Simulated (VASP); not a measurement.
Runs of VASP 6.6.1 on VH. The structure is that of space group Fm-3m (No. 225), or close to it. The cells are those of the table. 

```tsv
task	level	cell	cutoff (eV)	gap on the mesh (eV)	pressure (GPa)	moment (μB)	relaxed volume (Å³/atom)
relaxation of cell and atoms	PBEsol	relaxed from a = 2.777 Å, angles 60.0°, 2 atoms	600	none	0.0	0.00	7.44
single point	PBEsol+D3(BJ)	a = 2.724 Å, angles 60.0°, 2 atoms	520	none	0.1	0.00	-
single point	BLYP+D3(BJ)	a = 2.722 Å, angles 60.0°, 2 atoms	520	none	(a)	0.00	-
relaxation of cell and atoms	BLYP+D3(BJ)	relaxed from a = 2.777 Å, angles 60.0°, 2 atoms	600	none	0.0	0.00	7.14
single point	PBEsol	a = 2.760 Å, angles 60.0°, 2 atoms	520	none	0.1	0.00	-
relaxation of cell and atoms	PBEsol+D3(BJ)	relaxed from a = 2.777 Å, angles 60.0°, 2 atoms	600	none	0.1	0.00	7.15
```

Alike in all rows: potentials or basis VASP PAW PBE potentials, release 64 (V_sv, H); spin collinear, ferromagnetic start; k mesh 12 × 12 × 12; smearing fermi-dirac 0.1 eV.

Problem. Fill in the values left out.

Solution. (a) 0.3.

Caveats: the moments typed at the start vanished in this run; the PAW data sets were made with another functional, which shifts forces and pressure a little.

A gap of «none» marks levels without a gap at the run's occupations.
